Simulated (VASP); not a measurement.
A run of VASP 6.6.1:

The input POSCAR:

```
Si
1.0
    0.0000000000      2.7221197381      2.7221197381
    2.6946263287      0.0000000000      2.7221197381
    2.6946263287      2.7221197381      0.0000000000
Si
2
Direct
    0.2500000000      0.2500000000      0.2500000000
    0.0000000000      0.0000000000      0.0000000000
```

File INCAR.step1:

```
PREC = Accurate
ENCUT = 520
EDIFF = 1E-5
ISMEAR = 0
SIGMA = 0.01
LREAL = F
LASPH = T
NELM = 60
ALGO = Normal
ISIF = 2
LWAVE = T
LCHARG = F
NBANDS = 11
GGA = PE
```

The input INCAR.step2:

```
PREC = Accurate
ENCUT = 520
EDIFF = 1E-6
ISMEAR = 0
SIGMA = 0.01
LREAL = F
LASPH = T
NELM = 60
ALGO = Normal
ISIF = 2
LWAVE = F
LCHARG = F
GGA = PE
LHFCALC = T
HFSCREEN = 0.2079
PRECFOCK = Normal
NBANDS = 11
ISTART = 1
```

KPOINTS

```
regular mesh
0
Gamma
  6 6 6
```

Potentials or basis: VASP PAW PBE potentials, release 64 (Si).

Launch:

```sh
$ cat potpaw_PBE.64/Si/POTCAR > POTCAR
$ cp INCAR.step1 INCAR
$ mpirun -np 1 vasp_std > vasp.out
$ cp INCAR.step2 INCAR
$ mpirun -np 1 vasp_std > vasp.out
```

Hardware: 1 thread of Intel(R) Xeon(R) Platinum 8488C (Sapphire Rapids), on a shared host.

Problem. Estimate the wall time of this run.

Solution. It took 12 min on 1 thread of Intel(R) Xeon(R) Platinum 8488C (Sapphire Rapids), with other jobs on the host, peak memory 0.27 GiB. Counts: k points 30.
